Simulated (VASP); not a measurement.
# LiAl12 in VASP: further runs

LiAl12 is run at these levels: LDA; tasks: single point.

All numbers are computed with VASP 6.6.1; they aren't measurements. Logs are shortened: lines on timing, memory, paths and dates and some standing lists are left out, and cuts for length are marked.

## (1) The cell of the first run

The cell holds a slab with vacuum, 13 atoms: a = 5.634 Å, b = 5.634 Å, c = 20.032 Å, α = 90.00°, β = 90.00°, γ = 120.00°.

## (2) Single point, LDA

Contents of INCAR:

```
  ALGO = Normal
  DIPOL = 0.5 0.5 0.330
  EDIFF = 1E-6
  ENCUT = 520
  IDIPOL = 3
  ISIF = 2
  ISMEAR = 0
  LASPH = T
  LCHARG = F
  LDIPOL = T
  LREAL = F
  LWAVE = F
  NBANDS = 32
  NELM = 100
  PREC = Accurate
  SIGMA = 0.1
```

Contents of KPOINTS:

```
k-points
0
Gamma
  6 6 1
```

Contents of POSCAR:

```
LiAl12
1.0
    5.6336864727      0.0000000000      0.0000000000
   -2.8168432363      4.8789156023      0.0000000000
    0.0000000000      0.0000000000     20.0321727095
Al Li
12 1
Direct
    0.3333333333      0.1666666667      0.1996787896
    0.3333333333      0.6666666667      0.1996787896
    0.8333333333      0.1666666667      0.1996787896
    0.8333333333      0.6666666667      0.1996787896
    0.1666666667      0.3333333333      0.3128097176
    0.1666666667      0.8333333333      0.3128097176
    0.6666666667      0.3333333333      0.3128097176
    0.6666666667      0.8333333333      0.3128097176
    0.0000000000      0.0000000000      0.4259234799
    0.0000000000      0.5000000000      0.4259234799
    0.5000000000      0.0000000000      0.4259234799
    0.5000000000      0.5000000000      0.4259234799
    0.0833333333      0.3333333333      0.5341328796
```

Potentials or basis: VASP PAW LDA potentials, release 64 (Al, Li_sv).

On the command line:

```console
cat potpaw_LDA.64/Al/POTCAR potpaw_LDA.64/Li_sv/POTCAR > POTCAR
mpirun -np 1 vasp_std > vasp.out
```

OUTCAR:

```text
EDIFF = 1E-6
   ENCUT = 520
   ISIF = 2
   ISMEAR = 0
   LASPH = T
   LREAL = F
   NELM = 100
   PREC = Accurate

 ion  position               nearest neighbor table
   1  0.333  0.167  0.200-   5 2.79   6 2.79   7 2.79   2 2.82   2 2.82   3 2.82   3 2.82   4 2.82
                             4 2.82
   2  0.333  0.667  0.200-   6 2.79   5 2.79   8 2.79   1 2.82   1 2.82   4 2.82   4 2.82   3 2.82
                             3 2.82
   3  0.833  0.167  0.200-   7 2.79   8 2.79   5 2.79   4 2.82   4 2.82   1 2.82   1 2.82   2 2.82
                             2 2.82
   4  0.833  0.667  0.200-   8 2.79   7 2.79   6 2.79   3 2.82   3 2.82   2 2.82   2 2.82   1 2.82
                             1 2.82
   5  0.167  0.333  0.313-   9 2.79  12 2.79  10 2.79   1 2.79   2 2.79   3 2.79   6 2.82   6 2.82
                             7 2.82   7 2.82   8 2.82   8 2.82
   6  0.167  0.833  0.313-  10 2.79  11 2.79   9 2.79   2 2.79   1 2.79   4 2.79   5 2.82   5 2.82
                             8 2.82   8 2.82   7 2.82   7 2.82
   7  0.667  0.333  0.313-  11 2.79  10 2.79  12 2.79   3 2.79   4 2.79   1 2.79   8 2.82   8 2.82
                             5 2.82   5 2.82   6 2.82   6 2.82
   8  0.667  0.833  0.313-  12 2.79   9 2.79  11 2.79   4 2.79   3 2.79   2 2.79   7 2.82   7 2.82
                             6 2.82   6 2.82   5 2.82   5 2.82
   9  0.000  0.000  0.426-  13 2.75   5 2.79   8 2.79   6 2.79  10 2.82  10 2.82  11 2.82  11 2.82
                            12 2.82  12 2.82
  10  0.000  0.500  0.426-  13 2.50   6 2.79   7 2.79   5 2.79   9 2.82   9 2.82  12 2.82  12 2.82
                            11 2.82  11 2.82
  11  0.500  0.000  0.426-   7 2.79   6 2.79   8 2.79  12 2.82  12 2.82   9 2.82   9 2.82  10 2.82
                            10 2.82
  12  0.500  0.500  0.426-   8 2.79   5 2.79   7 2.79  11 2.82  11 2.82  10 2.82  10 2.82   9 2.82
                             9 2.82  13 2.98
  13  0.083  0.333  0.534-  10 2.50   9 2.75  12 2.98

  LATTYP: Found a hexagonal cell.
 ALAT       =     5.6336864727
 C/A-ratio  =     3.5557840868

  Lattice vectors:

 A1 = (   5.6336864727,   0.0000000000,   0.0000000000)
 A2 = (  -2.8168432363,   4.8789156023,   0.0000000000)
 A3 = (   0.0000000000,   0.0000000000,  20.0321727095)

Analysis of symmetry for initial positions (statically):
=====================================================================
 Subroutine PRICEL returns:
 Original cell was already a primitive cell.

 Routine SETGRP: Setting up the symmetry group for a
 hexagonal supercell.

 Subroutine GETGRP returns: Found  1 space group operations
 (whereof  1 operations were pure point group operations)
 out of a pool of 24 trial point group operations.

The static configuration has the point symmetry C_1 .

Analysis of symmetry for dynamics (positions and initial velocities):
=====================================================================
 Subroutine PRICEL returns:
 Original cell was already a primitive cell.

 Routine SETGRP: Setting up the symmetry group for a
 hexagonal supercell.

 Subroutine GETGRP returns: Found  1 space group operations
 (whereof  1 operations were pure point group operations)
 out of a pool of 24 trial point group operations.

The dynamic configuration has the point symmetry C_1 .

 Subroutine INISYM returns: Found  1 space group operations
 (whereof  1 operations are pure point group operations),
 and found     1 'primitive' translations

----------------------------------------------------------------------------------------

                                     Primitive cell

  volume of cell :     550.6099

  direct lattice vectors                    reciprocal lattice vectors
     5.633686473  0.000000000  0.000000000     0.177503666  0.102481789  0.000000000
    -2.816843236  4.878915602  0.000000000     0.000000000  0.204963578  0.000000000
     0.000000000  0.000000000 20.032172709     0.000000000  0.000000000  0.049919697

  length of vectors
     5.633686473  5.633686473 20.032172709     0.204963578  0.204963578  0.049919697

  position of ions in fractional coordinates (direct lattice)
     0.333333333  0.166666667  0.199678790
     0.333333333  0.666666667  0.199678790
     0.833333333  0.166666667  0.199678790
     0.833333333  0.666666667  0.199678790
[... 42 lines left out ...]
     0.034160596  0.034160596  0.049919697

  Shift w.r.t. Gamma in fractional coordinates (k-lattice)
     0.000000000  0.000000000  0.000000000

 Subroutine IBZKPT returns following result:
 ===========================================

 Found     20 irreducible k-points:

 Following reciprocal coordinates:
            Coordinates               Weight
  0.000000  0.000000  0.000000      1.000000
  0.166667 -0.000000  0.000000      2.000000
  0.000000  0.166667  0.000000      2.000000
 -0.166667  0.166667  0.000000      2.000000
  0.333333 -0.000000  0.000000      2.000000
  0.000000  0.333333  0.000000      2.000000
[... 12 lines left out ...]
  0.500000 -0.166667  0.000000      2.000000
  0.333333  0.333333  0.000000      2.000000
   k-points           NKPTS =     20   k-points in BZ     NKDIM =     20   number of bands    NBANDS=     32
   number of dos      NEDOS =    301   number of ions     NIONS =     13
   total plane-waves  NPLWV = 264600
   dimension x,y,z NGX =    42 NGY =   42 NGZ =  150
   dimension x,y,z NGXF=    84 NGYF=   84 NGZF=  300
   ions per type =              12   1
   NGX,Y,Z   is equivalent  to a cutoff of  12.39, 12.39, 12.45 a.u.
   NGXF,Y,Z  is equivalent  to a cutoff of  24.79, 24.79, 24.90 a.u.
 SYSTEM =  unknown system
   PREC   = accura    normal or accurate (medium, high low for compatibility)
   ISTART =      0    job   : 0-new  1-cont  2-samecut
   ICHARG =      2    charge: 1-file 2-atom 10-const
   ISPIN  =      1    spin polarized calculation?
   LNONCOLLINEAR =      F non collinear calculations
   LSORBIT =      F    spin-orbit coupling
   LASPH  =      T    aspherical Exc in radial PAW
   ENCUT  =  520.0 eV  38.22 Ry    6.18 a.u.  10.47 10.47 37.25*2*pi/ulx,y,z
   NELM   =    100;   NELMIN=  2; NELMDL= -5     # of ELM steps
   EDIFF  = 0.1E-05   stopping-criterion for ELM
   LREAL  =      F    real-space projection
   EDIFFG = 0.1E-04   stopping-criterion for IOM
   NSW    =      0    number of steps for IOM
   IBRION =     -1    ionic relax: 0-MD 1-quasi-New 2-CG
   NFREE  =      0    steps in history (QN), initial steepest desc. (CG)
   ISIF   =      2    stress and relaxation
   ISYM   =      2    0-nonsym 1-usesym 2-fastsym
   POTIM  = 0.5000    time-step for ionic-motion
   TEBEG  =    0.0;   TEEND  =   0.0 temperature during run
   PSTRESS=    0.0 pullay stress
   NELECT =      39.0000    total number of electrons
   NUPDOWN=      -1.0000    fix difference up-down
   EMIN   =  10.00;   EMAX   =-10.00  energy-range for DOS
   EFERMI =   0.00;   METHOD = LEGACY
   ISMEAR =     0;   SIGMA  =   0.10  broadening in eV -4-tet -1-fermi 0-gaus
   EFERMI_NEDOS =   21; number of points for ismear=-14 and -15
   IALGO  =     38    algorithm
   IMIX   =      4    mixing-type and parameters
     AMIX     =   0.40;   BMIX     =  1.00
     AMIX_MAG =   1.60;   BMIX_MAG =  1.00
  volume/ion in A,a.u.               =      42.35       285.82
  Fermi-wavevector in a.u.,A,eV,Ry     =   0.677353  1.280011  6.242448  0.458807
  Thomas-Fermi vector in A             =   1.754936
   LORBIT       =      0    0 simple, 1 ext, 2 COOP (PROOUT), +10 PAW based schemes
   GGA     = CA    functional components
   LHFCALC =     F    Hartree Fock is set to
   AEXX    =    0.0000 exact exchange contribution
   IVDW    =     0    specifies the selected vdW correction
   LEPSILON=     F    determine dielectric tensor
   LRPA    =     F    only Hartree local field effects (RPA)
 non-spin polarized calculation
 Gauss-broadening in eV      SIGMA  =   0.10
  energy-cutoff  :      520.00
  volume of cell :      550.61
 maximum number of plane-waves:     14919
 NGX is ok and might be reduce to    42
   NGX = 21   NGY = 21   NGZ = 75

 number of electron      39.0000009 magnetization

 dipolmoment           0.000000      0.000000     -0.274453 electrons x Angstroem

 Free energy of the ion-electron system (eV)
  ---------------------------------------------------
  ext. energy  EPLUGINS =         0.00000000
  ---------------------------------------------------
  free energy    TOTEN  =       -48.99636380 eV

  energy without entropy =      -48.96098110  energy(sigma->0) =      -48.97867245

 E-fermi :   0.8245     XC(G=0):  -4.9394

 val. band max:        0.7785385167   @ k =  -0.3333   0.5000   0.0000
 cond. band min:       0.8973863081   @ k =  -0.1667   0.3333   0.0000
 fundamental gap:      0.1188477914
 Fermi energy:         0.8244599124

 k-point     1 :       0.0000    0.0000    0.0000
  band No.  band energies     occupation
      1     -46.2521      2.00000
      2      -9.9760      2.00000
      3      -8.2338      2.00000
      4      -5.5196      2.00000
      5      -3.9753      2.00000
      6      -3.9729      2.00000
[... 669 lines left out ...]
     30       3.9187      0.00000
     31       3.9338      0.00000
 [bands above 31 left out]

------------------------ aborting loop because EDIFF is reached ----------------------------------------

 vacuum level on the upper side and lower side of the slab       (xc-potential included)        -1.284         0.582

  FORCE on cell =-STRESS in cart. coord.  units (eV):
  Direction    XX          YY          ZZ          XY          YZ          ZX
  --------------------------------------------------------------------------------------
  -------------------------------------------------------------------------------------
  Total       -2.4292189     -2.2540919      0.7666752     -0.3786281     -0.2749048      0.5158093
  in kB       -7.0685965     -6.5590081      2.2308891     -1.1017408     -0.7999243      1.5009135
  external PRESSURE =      -3.7989052 kB  Pullay stress =       0.0000000 kB

 VOLUME and BASIS-vectors are now :
 -----------------------------------------------------------------------------
  energy-cutoff  :      520.00
  volume of cell :      550.61
      direct lattice vectors                 reciprocal lattice vectors
     5.633686473  0.000000000  0.000000000     0.177503666  0.102481789  0.000000000
    -2.816843236  4.878915602  0.000000000     0.000000000  0.204963578  0.000000000
     0.000000000  0.000000000 20.032172709     0.000000000  0.000000000  0.049919697

 POSITION                                       TOTAL-FORCE (eV/Angst)
 -----------------------------------------------------------------------------------
      1.40842      0.81315      4.00000         0.014709     -0.003192     -0.069862
     -0.00000      3.25261      4.00000         0.008187      0.012155     -0.069820
      4.22526      0.81315      4.00000        -0.004363     -0.006101     -0.070217
      2.81684      3.25261      4.00000        -0.008809      0.001004     -0.083440
      0.00000      1.62631      6.26626         0.000895      0.000035      0.049098
     -1.40842      4.06576      6.26626        -0.003024      0.002301      0.072196
      2.81684      1.62631      6.26626        -0.010145     -0.012242      0.062506
      1.40842      4.06576      6.26626        -0.024180      0.007808      0.056516
      0.00000      0.00000      8.53217         0.035667     -0.116820      0.046105
     -1.40842      2.43946      8.53217        -0.269242      0.228176     -0.387423
      2.81684      0.00000      8.53217         0.039227      0.014840      0.218764
      1.40842      2.43946      8.53217         0.000976     -0.006948      0.179667
     -0.46947      1.62631     10.69984         0.220103     -0.121016     -0.004090
 -----------------------------------------------------------------------------------
    total drift:                                0.000137      0.000018      0.000048

  FREE ENERGIE OF THE ION-ELECTRON SYSTEM (eV)
  ---------------------------------------------------
  free  energy   TOTEN  =       -48.9963638017 eV

  energy  without entropy=      -48.9609810958  energy(sigma->0) =      -48.97867245

 vacuum level on the upper side and lower side of the slab         2.786         4.703
```

Run time: 17 min. Hardware: 1 thread of Intel Xeon 8259CL, shared host; peak memory 0.58 GiB.

What came out:

```
Free energy            : -48.9964 eV
Largest force          : 0.524 eV/Å
Band gap on the k mesh : zero (an odd number of electrons rules out a gap without spin polarisation)
```

Forces on the atoms (eV/Å):
```
Al   0.015 -0.003 -0.070
Al   0.008  0.012 -0.070
Al  -0.004 -0.006 -0.070
Al  -0.009  0.001 -0.083
Al   0.001  0.000  0.049
Al  -0.003  0.002  0.072
Al  -0.010 -0.012  0.063
Al  -0.024  0.008  0.057
Al   0.036 -0.117  0.046
Al  -0.269  0.228 -0.387
Al   0.039  0.015  0.219
Al   0.001 -0.007  0.180
Li   0.220 -0.121 -0.004
```

Caveat: the cutoff is under 1.25 times the usual one of these potentials, so pressure, stress and relaxed cells hold a basis-set (Pulay) error.

## (3) Single point, LDA

Contents of INCAR:

```
ALGO = Normal ; DIPOL = 0.5 0.5 0.330
EDIFF = 1E-6 ; ENCUT = 520
GGA = CA ; IDIPOL = 3
ISIF = 2 ; ISMEAR = 0
LASPH = T ; LCHARG = F
LDIPOL = T ; LREAL = F
LWAVE = F ; NBANDS = 32
NELM = 60 ; PREC = Accurate
SIGMA = 0.1
```

KPOINTS is that of step 2.

Edit POSCAR of step 2 so:

```diff
@@ -20,2 +20,2 @@
     0.5000000000      0.5000000000      0.4259234799
-    0.0833333333      0.3333333333      0.5341328796
+    0.2500000000      0.1666666667      0.5350572413
```

Potentials or basis: VASP PAW LDA potentials, release 64 (Al, Li_sv).

On the command line:

```console
cat potpaw_LDA.64/Al/POTCAR potpaw_LDA.64/Li_sv/POTCAR > POTCAR
mpirun -np 1 vasp_std > vasp.out
```

Run time: 18 min. Hardware: 1 thread of Intel Xeon 8259CL, shared host; peak memory 0.58 GiB.

Results (log left out):

* Free energy: -48.9787 eV
* Largest force: 0.478 eV/Å
* Band gap on the k mesh: zero (an odd number of electrons rules out a gap without spin polarisation)

Forces in eV/Å, atoms in the order of the input:
```
Al   0.000  0.001 -0.067
Al  -0.013  0.000 -0.075
Al  -0.013  0.014 -0.075
Al   0.011 -0.015 -0.079
Al  -0.005  0.008  0.044
Al   0.014 -0.009  0.048
Al   0.009 -0.007  0.050
Al   0.007 -0.001  0.080
Al  -0.237 -0.211 -0.357
Al   0.041 -0.006  0.213
Al  -0.021  0.009  0.175
Al   0.030  0.095  0.052
Li   0.176  0.121 -0.008
```

Levels at points of the mesh, in eV from the Fermi level:
```tsv
k point	band 16	band 17	band 18	band 19	band 20	band 21	band 22	band 23
(0.00, 0.00, 0.00)	-2.77	-2.75	-0.56	-0.50	-0.43	-0.25	-0.23	-0.17
(0.50, 0.00, 0.00)	-0.50	-0.49	-0.23	-0.17	0.84	0.92	1.02	1.03
(0.00, 0.50, 0.00)	-0.51	-0.49	-0.22	-0.18	0.82	0.92	1.03	1.05
(0.50, 0.50, 0.00)	-0.50	-0.49	-0.21	-0.20	0.79	0.91	1.03	1.07
```

Caveat: the cutoff is under 1.25 times the usual one of these potentials, so pressure, stress and relaxed cells hold a basis-set (Pulay) error.

The gap in the log of VASP goes by the Fermi energy; the results here count the filled bands.